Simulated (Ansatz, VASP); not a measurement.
GaP in VASP and in Ansatz

```
Ga P
1.0
     2.02074    1.16667    6.43081
    -2.02074    1.16667    6.43081
     0.00000   -2.33334    6.43081
Ga P
2 2
Direct
  0.43537 0.43537 0.43537
  0.56463 0.56463 0.56463
  0.05739 0.05739 0.05739
  0.94261 0.94261 0.94261
```

Change from the starting cell: strain +0.040 along x and y, +0.000 along z, atoms carried along.

Alike in both runs: task single point; functional LDA; k mesh 12 × 12 × 12; occupations gaussian, width 0.05 eV; no spin polarisation.

```csv
,VASP,Ansatz
version,VASP 6.6.1,Ansatz 0.2.0
potentials or method,"VASP PAW LDA potentials, release 64 (Ga_d, P), cutoff 520 eV","scalar-relativistic, plane waves, PAW"
valence electrons in the cell,36,36
```

```csv
,VASP,Ansatz,Ansatz less VASP
gap on the k mesh at the Fermi level (eV),0.45,0.44,-0.009
least direct gap on the mesh (eV),0.50,0.49,-0.010
pressure (GPa),-8.2,-8.3,-0.03
"traceless stress, the component that is largest in VASP (GPa)",3.31,3.34,+0.030
rms of the force components (eV/Å),0.128,0.139,+0.0118
```

LDA's correlation is that of Perdew and Zunger in VASP and of Perdew and Wang (1992) in Ansatz. Atom by atom the forces differ by 0.014 eV/Å (rms over components).
